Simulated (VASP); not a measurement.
Write the native input for VASP 6.6.1 that does the following.

```yaml
Task: single point
Functional: PBE
Potentials_or_basis: VASP PAW PBE potentials, release 64 (Mg, I)
Cutoff: 520 eV
k_mesh: 6 × 6 × 6
Occupations: gaussian, width 0.1 eV
Spin: no spin polarisation
Dipole_correction: no
Further_INCAR_settings: ALGO = Normal; EDIFF = 1e-06; NBANDS = 12
```

The structure of Mg2I lies in POSCAR:

```
Mg2I
1.0
    1.9908729778      1.1494310497      6.0129456840
   -1.9908729778      1.1494310497      6.0129456840
    0.0000000000     -2.2988620994      6.0129456840
Mg I
2 1
Direct
    0.7500000000      0.7500000000      0.7500000000
    0.2500000000      0.2500000000      0.2500000000
    0.0000000000      0.0000000000      0.0000000000
```

These files were run (other wordings do the same):

INCAR

```
PREC = Accurate
ENCUT = 520
EDIFF = 1E-6
ISMEAR = 0
SIGMA = 0.1
LREAL = False
LASPH = True
NELM = 100
ALGO = Normal
ISIF = 2
LWAVE = False
LCHARG = True
GGA = PE
LELF = True
LVHAR = True
NBANDS = 12
```

KPOINTS

```
Automatic mesh
0
Gamma
  6 6 6
```

Potentials or basis: VASP PAW PBE potentials, release 64 (Mg, I).

Launch:

```bash
$ cat potpaw_PBE.64/Mg/POTCAR potpaw_PBE.64/I/POTCAR > POTCAR
$ mpirun -np 1 vasp_std > vasp.out
```

It gave:

```json
{"Pressure": "9.2 GPa", "Largest force": "2.865 eV/Å", "Band gap on the k mesh": "zero (an odd number of electrons rules out a gap without spin polarisation)"}
```

Caveat: the cell stands under pressure; spin-orbit coupling is left out, which moves the levels of the heavy elements; an odd number of electrons without spin polarisation forces a metal; a magnetic or distorted state may lie lower.

Run time: 25 s on 1 thread of Intel(R) Xeon(R) 6975P-C (Granite Rapids) (shared host), peak memory 0.33 GiB.
